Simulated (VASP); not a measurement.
# SiO2 (P4_2/mnm) in VASP: further runs

Runs on SiO2. Level: LDA. Tasks: single point.

Everything below comes from runs of VASP 6.6.1. Logs are shortened: lines on timing, memory, paths and dates and some standing lists are left out, and cuts for length are marked.

## Step 1: The cell of the first run

It takes space group P4_2/mnm (No. 136, tetragonal). The conventional cell has a = 4.159 Å, b = 4.159 Å, c = 3.081 Å, α = 90.00°, β = 90.00°, γ = 90.00°. Within 2.4 Å of Si (site symmetry mmm) lie 6 O at 1.80 to 1.92 Å. Within 2.4 Å of O (site symmetry m2m) lie 3 Si at 1.80 to 1.92 Å and 1 O at 2.29 Å.

## Step 2: Single point, LDA (volume 8.883 Å^3 an atom, c/a of the conventional cell 0.7409)

INCAR

```
SYSTEM = SiO2
PREC = Accurate
ENCUT = 520
EDIFF = 1E-6
ISMEAR = 0
SIGMA = 0.05
LREAL = .FALSE.
LASPH = .TRUE.
NELM = 80
ALGO = Normal
ISIF = 2
LWAVE = .FALSE.
LCHARG = .FALSE.
NBANDS = 25
```

KPOINTS

```
regular mesh
0
G
  6 6 10
  0 0 0
```

POSCAR

```
SiO2
1.0
    4.1589507027      0.0000000000      0.0000000000
    0.0000000000      4.1589507027      0.0000000000
    0.0000000000      0.0000000000      3.0813665756
Si O
2 4
Direct
    0.5000000000      0.5000000000      0.5000000000
    0.0000000000      0.0000000000      0.0000000000
    0.6944252994      0.6944252994      0.0000000000
    0.1944252994      0.8055747006      0.5000000000
    0.3055747006      0.3055747006      0.0000000000
    0.8055747006      0.1944252994      0.5000000000
```

Potentials or basis: VASP PAW LDA potentials, release 64 (Si, O).

Started as:

```bash
cat potpaw_LDA.64/Si/POTCAR potpaw_LDA.64/O/POTCAR > POTCAR
mpirun -np 1 vasp_std > vasp.out
```

OUTCAR:

```text
SYSTEM = SiO2
   PREC = Accurate
   ENCUT = 520
   EDIFF = 1E-6
   ISMEAR = 0
   LREAL = .FALSE.
   LASPH = .TRUE.
   NELM = 80
   ISIF = 2

 ion  position               nearest neighbor table
   1  0.500  0.500  0.500-   4 1.80   6 1.80   5 1.92   3 1.92   3 1.92   5 1.92
   2  0.000  0.000  0.000-   3 1.80   5 1.80   4 1.92   6 1.92   4 1.92   6 1.92
   3  0.694  0.694  0.000-   2 1.80   1 1.92   1 1.92
   4  0.194  0.806  0.500-   1 1.80   2 1.92   2 1.92
   5  0.306  0.306  0.000-   2 1.80   1 1.92   1 1.92
   6  0.806  0.194  0.500-   1 1.80   2 1.92   2 1.92

  LATTYP: Found a simple tetragonal cell.
 ALAT       =     4.1589507027
 C/A-ratio  =     0.7409000000

  Lattice vectors:

 A1 = (   4.1589507027,   0.0000000000,   0.0000000000)
 A2 = (   0.0000000000,   4.1589507027,   0.0000000000)
 A3 = (   0.0000000000,   0.0000000000,   3.0813665756)

Analysis of symmetry for initial positions (statically):
=====================================================================
 Subroutine PRICEL returns:
 Original cell was already a primitive cell.

 Routine SETGRP: Setting up the symmetry group for a
 simple tetragonal supercell.

 Subroutine GETGRP returns: Found 16 space group operations
 (whereof  8 operations were pure point group operations)
 out of a pool of 16 trial point group operations.

The static configuration has the point symmetry D_2h.
 The point group associated with its full space group is D_4h.

Analysis of symmetry for dynamics (positions and initial velocities):
=====================================================================
 Subroutine PRICEL returns:
 Original cell was already a primitive cell.

 Routine SETGRP: Setting up the symmetry group for a
 simple tetragonal supercell.

 Subroutine GETGRP returns: Found 16 space group operations
 (whereof  8 operations were pure point group operations)
 out of a pool of 16 trial point group operations.

The dynamic configuration has the point symmetry D_2h.
 The point group associated with its full space group is D_4h.

 Subroutine INISYM returns: Found 16 space group operations
 (whereof  8 operations are pure point group operations),
 and found     1 'primitive' translations

----------------------------------------------------------------------------------------

                                     Primitive cell

  volume of cell :      53.2980

  direct lattice vectors                    reciprocal lattice vectors
     4.158950703  0.000000000  0.000000000     0.240445264  0.000000000  0.000000000
     0.000000000  4.158950703  0.000000000     0.000000000  0.240445264  0.000000000
     0.000000000  0.000000000  3.081366576     0.000000000  0.000000000  0.324531332

  length of vectors
     4.158950703  4.158950703  3.081366576     0.240445264  0.240445264  0.324531332

  position of ions in fractional coordinates (direct lattice)
     0.500000000  0.500000000  0.500000000
     0.000000000  0.000000000  0.000000000
     0.694425299  0.694425299  0.000000000
     0.194425299  0.805574701  0.500000000
     0.305574701  0.305574701  0.000000000
     0.805574701  0.194425299  0.500000000

  ion indices of the primitive-cell ions
   primitive index   ion index
                 1           1
                 2           2
                 3           3
                 4           4
                 5           5
                 6           6

----------------------------------------------------------------------------------------

 KPOINTS: regular mesh

Automatic generation of k-mesh.
 Grid dimensions read from file:
 generate k-points for:    6    6   10

 Generating k-lattice:

  Cartesian coordinates                     Fractional coordinates (reciprocal lattice)
     0.040074211  0.000000000  0.000000000     0.166666667  0.000000000  0.000000000
     0.000000000  0.040074211  0.000000000     0.000000000  0.166666667  0.000000000
     0.000000000  0.000000000  0.032453133     0.000000000  0.000000000  0.100000000

  Length of vectors
     0.040074211  0.040074211  0.032453133

  Shift w.r.t. Gamma in fractional coordinates (k-lattice)
     0.000000000  0.000000000  0.000000000

 Subroutine IBZKPT returns following result:
 ===========================================

 Found     60 irreducible k-points:

 Following reciprocal coordinates:
            Coordinates               Weight
  0.000000  0.000000  0.000000      1.000000
  0.166667  0.000000  0.000000      4.000000
  0.333333  0.000000  0.000000      4.000000
  0.500000  0.000000  0.000000      2.000000
  0.166667  0.166667  0.000000      4.000000
  0.333333  0.166667  0.000000      8.000000
[... 16 lines left out ...]
  0.333333  0.000000  0.200000      8.000000
  0.500000  0.000000  0.200000      4.000000
 [... further k-points ...]
   k-points           NKPTS =     60   k-points in BZ     NKDIM =     60   number of bands    NBANDS=     25
   number of dos      NEDOS =    301   number of ions     NIONS =      6
   total plane-waves  NPLWV =  24576
   dimension x,y,z NGX =    32 NGY =   32 NGZ =   24
   dimension x,y,z NGXF=    64 NGYF=   64 NGZF=   48
   ions per type =               2   4
   NGX,Y,Z   is equivalent  to a cutoff of  12.79, 12.79, 12.95 a.u.
   NGXF,Y,Z  is equivalent  to a cutoff of  25.58, 25.58, 25.90 a.u.
 SYSTEM =  SiO2
   PREC   = accura    normal or accurate (medium, high low for compatibility)
   ISTART =      0    job   : 0-new  1-cont  2-samecut
   ICHARG =      2    charge: 1-file 2-atom 10-const
   ISPIN  =      1    spin polarized calculation?
   LNONCOLLINEAR =      F non collinear calculations
   LSORBIT =      F    spin-orbit coupling
   LASPH  =      T    aspherical Exc in radial PAW
   ENCUT  =  520.0 eV  38.22 Ry    6.18 a.u.   7.73  7.73  5.73*2*pi/ulx,y,z
   NELM   =     80;   NELMIN=  2; NELMDL= -5     # of ELM steps
   EDIFF  = 0.1E-05   stopping-criterion for ELM
   LREAL  =      F    real-space projection
   EDIFFG = 0.1E-04   stopping-criterion for IOM
   NSW    =      0    number of steps for IOM
   IBRION =     -1    ionic relax: 0-MD 1-quasi-New 2-CG
   NFREE  =      0    steps in history (QN), initial steepest desc. (CG)
   ISIF   =      2    stress and relaxation
   ISYM   =      2    0-nonsym 1-usesym 2-fastsym
   POTIM  = 0.5000    time-step for ionic-motion
   TEBEG  =    0.0;   TEEND  =   0.0 temperature during run
   PSTRESS=    0.0 pullay stress
   NELECT =      32.0000    total number of electrons
   NUPDOWN=      -1.0000    fix difference up-down
   EMIN   =  10.00;   EMAX   =-10.00  energy-range for DOS
   EFERMI =   0.00;   METHOD = LEGACY
   ISMEAR =     0;   SIGMA  =   0.05  broadening in eV -4-tet -1-fermi 0-gaus
   EFERMI_NEDOS =   21; number of points for ismear=-14 and -15
   IALGO  =     38    algorithm
   IMIX   =      4    mixing-type and parameters
     AMIX     =   0.40;   BMIX     =  1.00
     AMIX_MAG =   1.60;   BMIX_MAG =  1.00
  volume/ion in A,a.u.               =       8.88        59.95
  Fermi-wavevector in a.u.,A,eV,Ry     =   1.381087  2.609877 25.951788  1.907403
  Thomas-Fermi vector in A             =   2.505904
   LORBIT       =      0    0 simple, 1 ext, 2 COOP (PROOUT), +10 PAW based schemes
   GGA     = CA    functional components
   LHFCALC =     F    Hartree Fock is set to
   AEXX    =    0.0000 exact exchange contribution
   IVDW    =     0    specifies the selected vdW correction
   LEPSILON=     F    determine dielectric tensor
   LRPA    =     F    only Hartree local field effects (RPA)
 non-spin polarized calculation
 Gauss-broadening in eV      SIGMA  =   0.05
  energy-cutoff  :      520.00
  volume of cell :       53.30
 maximum number of plane-waves:      1452
 NGX is ok and might be reduce to    32
   NGX = 15   NGY = 15   NGZ = 11

 number of electron      32.0000000 magnetization

 Free energy of the ion-electron system (eV)
  ---------------------------------------------------
  ext. energy  EPLUGINS =         0.00000000
  ---------------------------------------------------
  free energy    TOTEN  =       -50.15805215 eV

  energy without entropy =      -50.15805215  energy(sigma->0) =      -50.15805215

 E-fermi :   6.5150     XC(G=0): -12.1056

 val. band max:        6.2997491875   @ k =   0.0000   0.0000   0.0000
 cond. band min:       9.1579846604   @ k =   0.0000   0.0000   0.0000
 fundamental gap:      2.8582354729
 Fermi energy:         6.5149742657

 k-point     1 :       0.0000    0.0000    0.0000
  band No.  band energies     occupation
      1     -14.4845      2.00000
      2     -11.1829      2.00000
      3     -11.1829      2.00000
      4     -10.8072      2.00000
      5      -3.6918      2.00000
      6       0.2943      2.00000
[... 17 lines left out ...]
     24      20.0762      0.00000
     25      20.7754      0.00000

 k-point     2 :       0.1667    0.0000    0.0000
  band No.  band energies     occupation
      1     -14.3420      2.00000
      2     -11.6807      2.00000
      3     -11.1220      2.00000
      4     -10.6201      2.00000
      5      -3.4025      2.00000
      6       0.4268      2.00000
[... 17 lines left out ...]
     24      19.5913      0.00000
     25      19.7199      0.00000

 k-point     3 :       0.3333    0.0000    0.0000
  band No.  band energies     occupation
      1     -13.9267      2.00000
      2     -12.4835      2.00000
      3     -10.9584      2.00000
      4     -10.5981      2.00000
      5      -2.6629      2.00000
      6      -0.5844      2.00000
[... 17 lines left out ...]
     24      18.3781      0.00000
     25      19.2289      0.00000

 k-point     4 :       0.5000    0.0000    0.0000
  band No.  band energies     occupation
      1     -13.2800      2.00000
      2     -13.2800      2.00000
      3     -10.7514      2.00000
      4     -10.7514      2.00000
      5      -1.6841      2.00000
      6      -1.6841      2.00000
[... 17 lines left out ...]
     24      17.8281      0.00000
     25      20.2927      0.00000
[... 477 lines left out ...]
 k-point    22 :       0.1667    0.0000    0.2000
  band No.  band energies     occupation
      1     -13.9781      2.00000
      2     -11.5656      2.00000
      3     -11.0263      2.00000
      4     -10.7939      2.00000
      5      -3.3165      2.00000
      6      -0.1473      2.00000
[... 17 lines left out ...]
     24      18.9894      0.00000
     25      19.3194      0.00000

 k-point    23 :       0.3333    0.0000    0.2000
  band No.  band energies     occupation
      1     -13.5876      2.00000
      2     -12.2655      2.00000
      3     -10.9239      2.00000
      4     -10.7402      2.00000
      5      -2.5325      2.00000
      6      -0.4197      2.00000
[... 17 lines left out ...]
     24      18.2060      0.00000
     25      19.7611      0.00000

 k-point    24 :       0.5000    0.0000    0.2000
  band No.  band energies     occupation
      1     -12.9870      2.00000
      2     -12.9870      2.00000
      3     -10.8070      2.00000
      4     -10.8070      2.00000
      5      -1.4838      2.00000
      6      -1.4838      2.00000
[... 17 lines left out ...]
     24      17.7685      0.00000
     25      19.5388      0.00000

 [... further k-points ...]
[... 5 lines left out ...]
  --------------------------------------------------------------------------------------
  -------------------------------------------------------------------------------------
  Total       -7.1172492     -7.1172492    -22.4098549      0.0000000      0.0000000      0.0000000
  in kB     -213.9497794   -213.9497794   -673.6568250      0.0000000      0.0000000      0.0000000
  external PRESSURE =    -367.1854612 kB  Pullay stress =       0.0000000 kB

 VOLUME and BASIS-vectors are now :
 -----------------------------------------------------------------------------
  energy-cutoff  :      520.00
  volume of cell :       53.30
      direct lattice vectors                 reciprocal lattice vectors
     4.158950703  0.000000000  0.000000000     0.240445264  0.000000000  0.000000000
     0.000000000  4.158950703  0.000000000     0.000000000  0.240445264  0.000000000
     0.000000000  0.000000000  3.081366576     0.000000000  0.000000000  0.324531332

 POSITION                                       TOTAL-FORCE (eV/Angst)
 -----------------------------------------------------------------------------------
      2.07948      2.07948      1.54068        -0.000000      0.000000     -0.000000
      0.00000      0.00000      0.00000        -0.000000      0.000000     -0.000000
      2.88808      2.88808      0.00000         0.411823      0.411823     -0.000000
      0.80861      3.35035      1.54068         0.411823     -0.411823     -0.000000
      1.27087      1.27087      0.00000        -0.411823     -0.411823      0.000000
      3.35035      0.80861      1.54068        -0.411823      0.411823     -0.000000
 -----------------------------------------------------------------------------------
    total drift:                                0.000000      0.000000     -0.000000

  FREE ENERGIE OF THE ION-ELECTRON SYSTEM (eV)
  ---------------------------------------------------
  free  energy   TOTEN  =       -50.1580521544 eV

  energy  without entropy=      -50.1580521544  energy(sigma->0) =      -50.15805215
```

Run time: 23 s. Hardware: 1 thread of Intel Xeon 6975P-C (Granite Rapids), shared host; peak memory 0.17 GiB.

What came out:

| Quantity | Value |
| --- | --- |
| Free energy | -50.1581 eV |
| Pressure | -36.7 GPa |
| Largest force | 0.582 eV/Å |
| Band gap on the k mesh | 2.86 eV, direct |

Forces on the atoms (eV/Å):
```
Si   0.000  0.000  0.000
Si   0.000  0.000  0.000
O    0.412  0.412  0.000
O    0.412 -0.412  0.000
O   -0.412 -0.412  0.000
O   -0.412  0.412  0.000
```

Levels at points of the mesh, in eV from the valence-band top:
| k point | band 12 | band 13 | band 14 | band 15 | band 16 | band 17 | band 18 | band 19 | band 20 | band 21 |
| --- | --- | --- | --- | --- | --- | --- | --- | --- | --- | --- |
| (0.00, 0.00, 0.00) | -3.02 | -2.48 | -0.58 | -0.58 | 0.00 | 2.86 | 4.33 | 5.70 | 5.70 | 8.46 |
| (0.50, 0.00, 0.00) | -3.18 | -2.50 | -2.50 | -0.75 | -0.75 | 5.20 | 5.20 | 6.53 | 6.53 | 10.50 |
| (0.50, 0.50, 0.00) | -3.24 | -2.75 | -2.75 | -1.31 | -1.31 | 4.88 | 4.88 | 7.63 | 7.63 | 11.52 |
| (0.00, 0.00, 0.50) | -3.78 | -2.74 | -2.74 | -1.95 | -1.95 | 7.31 | 7.31 | 10.55 | 10.55 | 10.86 |
| (0.50, 0.00, 0.50) | -3.28 | -1.56 | -1.56 | -1.20 | -1.20 | 7.34 | 7.34 | 9.47 | 9.47 | 10.75 |
| (0.50, 0.50, 0.50) | -3.47 | -1.02 | -1.02 | -0.99 | -0.99 | 5.75 | 5.75 | 10.41 | 10.41 | 10.48 |

[end of part 1 of 2]
